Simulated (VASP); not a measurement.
# TiB2: relaxation of shape and atoms at fixed volume with PBE

The system is TiB2.

```
Ti B
1.0
     3.00147    0.00000    0.00000
    -1.50074    2.59935    0.00000
     0.00000    0.00000    3.19085
Ti B
1 2
Direct
  0.00000 0.00000 0.00000
  0.33333 0.66667 0.50000
  0.66667 0.33333 0.50000
```

This cell differs from its parent crystal: volume scaled by 0.97.

| Quantity | Value |
| --- | --- |
| Program | VASP 6.6.1 |
| Task | relaxation of shape and atoms at fixed volume |
| Functional | PBE |
| Potentials or basis | VASP PAW PBE potentials, release 64 (Ti_sv, B) |
| Cutoff | 600 eV |
| k mesh | 15 × 15 × 14 |
| Occupations | gaussian, width 0.1 eV |
| Spin | no spin polarisation |
| Dipole correction | no |
| Further INCAR settings | ALGO = Normal; EDIFF = 1e-07; IBRION = 2; EDIFFG = -0.01; NSW = 50; ISIF = 4 |

* Energy gained by relaxing: 0.1 meV/atom
* Ionic steps: 2
* Pressure after relaxing: 8.3 GPa
* Band gap on the k mesh: zero (band 9 reaches 10.73 eV, above the bottom of band 10 at 10.11 eV)

Stress tensor (GPa, compression positive):
```
8.24 0.00 0.00
0.00 8.24 0.00
0.00 0.00 8.35
```

The path:
| step | energy change (eV) | largest force (eV/Å) | pressure (GPa) | volume (Å³) |
| --- | --- | --- | --- | --- |
| 1 | 0.0000 | 0.0000 | 8.43 | 24.89 |
| 2 | -0.0004 | 0.0000 | 8.28 | 24.89 |

Final structure:
```yaml
crystal:
  lattice:
    - [3.00577, 0.00000, 0.00000]
    - [-1.50288, 2.60307, 0.00000]
    - [0.00000, 0.00000, 3.18173]
  atoms:
    - { symbol: Ti, position: [0.00000, 0.00000, 0.00000] }
    - { symbol: B, position: [0.33333, 0.66667, 0.50000] }
    - { symbol: B, position: [0.66667, 0.33333, 0.50000] }
```

Levels at points of the mesh, in eV from the Fermi level:
| k point | band 6 | band 7 | band 8 | band 9 | band 10 | band 11 | band 12 | band 13 |
| --- | --- | --- | --- | --- | --- | --- | --- | --- |
| (0.00, 0.00, 0.00) | -2.74 | -2.74 | -2.29 | -2.20 | 1.95 | 1.95 | 3.81 | 3.81 |
| (0.00, 0.00, 0.50) | -7.76 | -0.61 | -0.61 | -0.26 | -0.26 | 0.43 | 0.43 | 1.77 |

Wall time 2.2 min on 1 thread of Intel Xeon 8259CL, on a shared host, peak memory 0.22 GiB.

Caveat: the cell differs from its parent crystal (volume scaled by 0.97).
